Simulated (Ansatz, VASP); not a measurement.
Two plane-wave programs on Zn

Contents of INCAR:

```
SYSTEM = Zn
PREC = Accurate
ENCUT = 520
EDIFF = 1E-6
ISMEAR = 0
SIGMA = 0.15
LREAL = .False.
LASPH = .True.
NELM = 80
ALGO = Fast
ISIF = 2
LWAVE = .False.
LCHARG = .False.
GGA = PS
NBANDS = 19
```

Contents of KPOINTS:

```
Automatic mesh
0
Gamma
  24 24 12
  0 0 0
```

Contents of POSCAR:

```
Zn
1.0
    2.6218099222      0.0000000000      0.0000000000
   -1.3109049611      2.2705539965      0.0000000000
    0.0000000000      0.0000000000      5.1102455899
Zn
2
Direct
    0.3333333333      0.6666666667      0.2500000000
    0.6666666667      0.3333333333      0.7500000000
```

Input for Ansatz:

```yaml
crystal:
  lattice:
    - [2.6218099222, 0.0, 0.0]
    - [-1.3109049611, 2.2705539965, 0.0]
    - [0.0, 0.0, 5.1102455899]
  atoms:
    - { symbol: Zn, position: [0.3333333333, 0.6666666667, 0.25] }
    - { symbol: Zn, position: [0.6666666667, 0.3333333333, 0.75] }
basis:
  ecutwfc: 420
kpoints:
  mp_grid: { grid: [24, 24, 12] }
hamiltonian:
  xc: pbesol
scf:
  occupations: { method: gaussian, width: 0.15 }
output:
  forces: true
  stress: true
  eigenvalues: true
```

Alike in both runs: task single point; functional PBEsol; k mesh 24 × 24 × 12; occupations gaussian, width 0.15 eV; no spin polarisation.

|  | VASP | Ansatz |
| --- | --- | --- |
| version | VASP 6.6.1 | Ansatz 0.2.0 |
| potentials or method | VASP PAW PBE potentials, release 64 (Zn), cutoff 520 eV | scalar-relativistic, plane waves, PAW |
| valence electrons in the cell | 24 | 24 |

|  | VASP | Ansatz | Ansatz less VASP |
| --- | --- | --- | --- |
| gap on the k mesh at the Fermi level (eV) | none | none | - |
| pressure (GPa) | -3.6 | -4.2 | -0.65 |
| traceless stress, the component that is largest in VASP (GPa) | -0.48 | -0.30 | +0.183 |

VASP's potentials were made for PBE, not for PBEsol. A gap of «none» marks a metal or a gap that the smearing closes. With one functional, cell and mesh, what is left measures potentials, basis and numerics.
